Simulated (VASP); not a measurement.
Set up this calculation in VASP 6.6.1, as the native input.

```yaml
Task: electric field gradients
Functional: LDA
Potentials_or_basis: VASP PAW LDA potentials, release 64 (Sr_sv, O)
Cutoff: 520 eV
k_mesh: 8 × 8 × 8
Occupations: fermi-dirac, width 0.02 eV
Spin: no spin polarisation
Dipole_correction: no
Further_INCAR_settings: ALGO = Normal; EDIFF = 1e-08; NBANDS = 15
```

The structure of SrO lies in POSCAR:

```
SrO
1.0
    0.0000000000      2.6468940000      2.5698000000
    2.6468940000      0.0000000000      2.5698000000
    2.6468940000      2.6468940000      0.0000000000
Sr O
1 1
Direct
    0.0000000000      0.0000000000      0.0000000000
    0.5000000000      0.5000000000      0.5000000000
```

This cell differs from its parent crystal: equal xx and yy strain of +3 %.

The input as run:

INCAR

```
PREC = Accurate ; ENCUT = 520
EDIFF = 1E-8 ; ISMEAR = -1
SIGMA = 0.02 ; LREAL = False
LASPH = True ; NELM = 100
ALGO = Normal ; ISIF = 2
LWAVE = False ; LCHARG = False
GGA = CA ; LEFG = True
NBANDS = 15
```

KPOINTS

```
Automatic mesh
0
Gamma
  8 8 8
```

Potentials or basis: VASP PAW LDA potentials, release 64 (Sr_sv, O).

Command:

```console
$ cat potpaw_LDA.64/Sr_sv/POTCAR potpaw_LDA.64/O/POTCAR > POTCAR
$ mpirun -np 1 vasp_std > vasp.out
```

It gave:

```yaml
Pressure: -7.8 GPa
Band_gap_on_the_k_mesh: 3.00 eV (least direct gap 3.22 eV)
Largest_electric_field_gradient_by_atom: Sr -29.0; O -9.9 V/Å²
```

Caveat: the cell differs from its parent crystal (equal xx and yy strain of +3 %); the cell stands under tension; without QUAD_EFG the Cq values of the log hold for a quadrupole moment of 1 mb, not for the nuclei.

Wall time 65 s on 1 thread of Intel Xeon 8259CL (shared host), peak memory 0.16 GiB.
